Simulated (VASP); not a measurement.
# Ca2Nb2O5 (P4/mmm) in VASP: single point with PBE

Aim: the single point of Ca2Nb2O5 with PBE.

Everything below comes from runs of VASP 6.6.1. Logs are shortened: lines on timing, memory, paths and dates and some standing lists are left out, and cuts for length are marked.

### Step 1. The cell of the first run

The structure is tetragonal, space group P4/mmm (No. 123). Conventional cell: a = 4.036 Å, b = 4.036 Å, c = 7.354 Å, α = 90.00°, β = 90.00°, γ = 90.00°. Within 3.8 Å of Ca (site symmetry 4/mmm) lie 12 O at 2.85 to 2.89 Å and 8 Nb at 3.54 Å and 2 Ca at 3.68 Å. Ca (site symmetry 4/mmm) has 8 O at 2.58 Å and 8 Nb at 3.26 Å within 3.4 Å. Nb (site symmetry 4mm) has 5 O at 2.02 to 2.10 Å within 2.7 Å. Within 2.7 Å of O (site symmetry 2mm) lie 2 Nb at 2.02 Å and 2 Ca at 2.58 Å. Within 2.9 Å of O (site symmetry 4/mmm) lie 2 Nb at 2.10 Å and 4 Ca at 2.85 Å and 8 O at 2.89 Å.

### Step 2. Single point, PBE (atoms taken out)

Contents of INCAR:

```
PREC = Accurate ; ENCUT = 520
EDIFF = 1E-6 ; ISMEAR = 0
SIGMA = 0.1 ; LREAL = False
LASPH = True ; NELM = 100
ALGO = Normal ; ISIF = 2
LWAVE = False ; LCHARG = False
GGA = PE ; NBANDS = 48
```

Contents of KPOINTS:

```
Automatic mesh
0
Gamma
  10 10 6
```

Contents of POSCAR:

```
Ca2Nb2O5
1.0
    4.0360465011      0.0000000000      0.0000000000
    0.0000000000      4.0360465011      0.0000000000
    0.0000000000      0.0000000000      7.3544562518
Ca Nb O
2 2 5
Direct
    0.5000000000      0.5000000000      0.0000000000
    0.5000000000      0.5000000000      0.5000000000
    0.0000000000      0.0000000000      0.7144887063
    0.0000000000      0.0000000000      0.2855112937
    0.5000000000      0.0000000000      0.7184776260
    0.5000000000      0.0000000000      0.2815223740
    0.0000000000      0.5000000000      0.7184776260
    0.0000000000      0.5000000000      0.2815223740
    0.0000000000      0.0000000000      0.0000000000
```

Potentials or basis: VASP PAW PBE potentials, release 64 (Ca_sv, Nb_sv, O).

On the command line:

```console
$ cat potpaw_PBE.64/Ca_sv/POTCAR potpaw_PBE.64/Nb_sv/POTCAR potpaw_PBE.64/O/POTCAR > POTCAR
$ mpirun -np 1 vasp_std > vasp.out
```

OUTCAR:

```text
PREC = Accurate
   ENCUT = 520
   EDIFF = 1E-6
   ISMEAR = 0
   LREAL = False
   LASPH = True
   NELM = 100
   ISIF = 2
   GGA = PE

 ion  position               nearest neighbor table
   1  0.500  0.500  0.000-
   2  0.500  0.500  0.500-
   3  0.000  0.000  0.714-   5 2.02   7 2.02   7 2.02   5 2.02   9 2.10
   4  0.000  0.000  0.286-   6 2.02   8 2.02   8 2.02   6 2.02   9 2.10
   5  0.500  0.000  0.718-   3 2.02   3 2.02
   6  0.500  0.000  0.282-   4 2.02   4 2.02
   7  0.000  0.500  0.718-   3 2.02   3 2.02
   8  0.000  0.500  0.282-   4 2.02   4 2.02
   9  0.000  0.000  0.000-   3 2.10   4 2.10

  LATTYP: Found a simple tetragonal cell.
 ALAT       =     4.0360465011
 C/A-ratio  =     1.8221931412

  Lattice vectors:

 A1 = (   4.0360465011,   0.0000000000,   0.0000000000)
 A2 = (   0.0000000000,   4.0360465011,   0.0000000000)
 A3 = (   0.0000000000,   0.0000000000,   7.3544562518)

Analysis of symmetry for initial positions (statically):
=====================================================================
 Subroutine PRICEL returns:
 Original cell was already a primitive cell.

 Routine SETGRP: Setting up the symmetry group for a
 simple tetragonal supercell.

 Subroutine GETGRP returns: Found 16 space group operations
 (whereof 16 operations were pure point group operations)
 out of a pool of 16 trial point group operations.

The static configuration has the point symmetry D_4h.

Analysis of symmetry for dynamics (positions and initial velocities):
=====================================================================
 Subroutine PRICEL returns:
 Original cell was already a primitive cell.

 Routine SETGRP: Setting up the symmetry group for a
 simple tetragonal supercell.

 Subroutine GETGRP returns: Found 16 space group operations
 (whereof 16 operations were pure point group operations)
 out of a pool of 16 trial point group operations.

The dynamic configuration has the point symmetry D_4h.

 Subroutine INISYM returns: Found 16 space group operations
 (whereof 16 operations are pure point group operations),
 and found     1 'primitive' translations

----------------------------------------------------------------------------------------

[... 104 lines left out ...]
   ENCUT  =  520.0 eV  38.22 Ry    6.18 a.u.   7.50  7.50 13.67*2*pi/ulx,y,z
   NELM   =    100;   NELMIN=  2; NELMDL= -5     # of ELM steps
   EDIFF  = 0.1E-05   stopping-criterion for ELM
   LREAL  =      F    real-space projection
   EDIFFG = 0.1E-04   stopping-criterion for IOM
   NSW    =      0    number of steps for IOM
[... 5 lines left out ...]
   TEBEG  =    0.0;   TEEND  =   0.0 temperature during run
   PSTRESS=    0.0 pullay stress
   NELECT =      76.0000    total number of electrons
   NUPDOWN=      -1.0000    fix difference up-down
   EMIN   =  10.00;   EMAX   =-10.00  energy-range for DOS
   EFERMI =   0.00;   METHOD = LEGACY
   ISMEAR =     0;   SIGMA  =   0.10  broadening in eV -4-tet -1-fermi 0-gaus
   EFERMI_NEDOS =   21; number of points for ismear=-14 and -15
   IALGO  =     38    algorithm
   IMIX   =      4    mixing-type and parameters
     AMIX     =   0.40;   BMIX     =  1.00
     AMIX_MAG =   1.60;   BMIX_MAG =  1.00
  volume/ion in A,a.u.               =      13.31        89.83
  Fermi-wavevector in a.u.,A,eV,Ry     =   1.406668  2.658218 26.922065  1.978716
  Thomas-Fermi vector in A             =   2.529005
   LORBIT       =      0    0 simple, 1 ext, 2 COOP (PROOUT), +10 PAW based schemes
   GGA     = PE    functional components
   LHFCALC =     F    Hartree Fock is set to
   AEXX    =    0.0000 exact exchange contribution
   IVDW    =     0    specifies the selected vdW correction
   LEPSILON=     F    determine dielectric tensor
   LRPA    =     F    only Hartree local field effects (RPA)
 non-spin polarized calculation
 Gauss-broadening in eV      SIGMA  =   0.10
  energy-cutoff  :      520.00
  volume of cell :      119.80
 maximum number of plane-waves:      3267
   NGX = 15   NGY = 15   NGZ = 27

 number of electron      75.9999959 magnetization

 Free energy of the ion-electron system (eV)
  ---------------------------------------------------
  ext. energy  EPLUGINS =         0.00000000
  ---------------------------------------------------
  free energy    TOTEN  =       -71.49530514 eV

  energy without entropy =      -71.47645485  energy(sigma->0) =      -71.48587999

 E-fermi :   7.7891     XC(G=0): -11.0178

 val. band max:        7.7851253520   @ k =   0.2000   0.1000   0.3333
 cond. band min:       7.7986316417   @ k =   0.1000   0.1000   0.0000
 fundamental gap:      0.0135062897
 Fermi energy:         7.7890830173

 k-point     1 :       0.0000    0.0000    0.0000
  band No.  band energies     occupation
      1     -48.5565      2.00000
      2     -48.5405      2.00000
      3     -35.3262      2.00000
      4     -33.2843      2.00000
      5     -24.8247      2.00000
      6     -24.8247      2.00000
[... 1213 lines left out ...]
     47      10.6175      0.00000
     48      10.6666      0.00000

 [... further k-points ...]

------------------------ aborting loop because EDIFF is reached ----------------------------------------

  FORCE on cell =-STRESS in cart. coord.  units (eV):
  Direction    XX          YY          ZZ          XY          YZ          ZX
  --------------------------------------------------------------------------------------
  -------------------------------------------------------------------------------------
  Total       -0.1285798     -0.1285798     -0.0191513      0.0000000      0.0000000      0.0000000
  in kB       -1.7195718     -1.7195718     -0.2561216      0.0000000      0.0000000      0.0000000
  external PRESSURE =      -1.2317551 kB  Pullay stress =       0.0000000 kB

 VOLUME and BASIS-vectors are now :
 -----------------------------------------------------------------------------
  energy-cutoff  :      520.00
  volume of cell :      119.80
      direct lattice vectors                 reciprocal lattice vectors
     4.036046501  0.000000000  0.000000000     0.247767215  0.000000000  0.000000000
     0.000000000  4.036046501  0.000000000     0.000000000  0.247767215  0.000000000
     0.000000000  0.000000000  7.354456252     0.000000000  0.000000000  0.135971983

 POSITION                                       TOTAL-FORCE (eV/Angst)
 -----------------------------------------------------------------------------------
      2.01802      2.01802      0.00000        -0.000000      0.000000      0.000000
      2.01802      2.01802      3.67723        -0.000000      0.000000      0.000000
      0.00000      0.00000      5.25468        -0.000000      0.000000      0.015664
      0.00000      0.00000      2.09978         0.000000     -0.000000     -0.015664
      2.01802      0.00000      5.28401         0.000000      0.000000      0.002796
      2.01802      0.00000      2.07044        -0.000000      0.000000     -0.002796
      0.00000      2.01802      5.28401        -0.000000     -0.000000      0.002796
      0.00000      2.01802      2.07044        -0.000000      0.000000     -0.002796
      0.00000      0.00000      0.00000        -0.000000      0.000000      0.000000
 -----------------------------------------------------------------------------------
    total drift:                                0.000000      0.000000      0.000000

  FREE ENERGIE OF THE ION-ELECTRON SYSTEM (eV)
  ---------------------------------------------------
  free  energy   TOTEN  =       -71.4953051436 eV

  energy  without entropy=      -71.4764548462  energy(sigma->0) =      -71.48587999
```

It took 10 min on 1 thread of Intel Xeon Platinum 8259CL at 2.50GHz (Skylake/Cascade Lake), shared host; peak memory 0.5 GiB.

Results:

```yaml
Free_energy: -71.4953 eV
Pressure: -0.1 GPa
Largest_force: 0.016 eV/Å
Band_gap_on_the_k_mesh: zero (bands 38 and 39 overlap by 2.72 eV)
```

Forces on the atoms (eV/Å):
```
Ca   0.000  0.000  0.000
Ca   0.000  0.000  0.000
Nb   0.000  0.000  0.016
Nb   0.000  0.000 -0.016
O    0.000  0.000  0.003
O    0.000  0.000 -0.003
O    0.000  0.000  0.003
O    0.000  0.000 -0.003
O    0.000  0.000  0.000
```

Caveat: the cell differs from its parent crystal (atoms taken out).
